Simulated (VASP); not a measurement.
Input of a VASP 6.6.1 run:

INCAR

```
SYSTEM = Ir
PREC = Accurate
ENCUT = 520
EDIFF = 1E-6
ISMEAR = -1
SIGMA = 0.05
LREAL = .FALSE.
LASPH = .TRUE.
NELM = 100
ALGO = Normal
ISIF = 2
LWAVE = .FALSE.
LCHARG = .FALSE.
GGA = PS
NBANDS = 10
```

KPOINTS

```
Automatic mesh
0
G
  18 18 18
  0 0 0
```

POSCAR

```
Ir
1.0
    0.0000000000      1.9132795507      1.9132795507
    1.9132795507      0.0000000000      1.9132795507
    1.9132795507      1.9132795507      0.0000000000
Ir
1
Direct
    0.0000000000      0.0000000000      0.0000000000
```

Potentials or basis: VASP PAW PBE potentials, release 64 (Ir).

The run is started by

```console
$ cat potpaw_PBE.64/Ir/POTCAR > POTCAR
$ mpirun -np 1 vasp_std > vasp.out
```

Estimate the pressure.

2.2 GPa.

Caveat: the PAW data sets were made with another functional, which shifts forces and pressure a little.
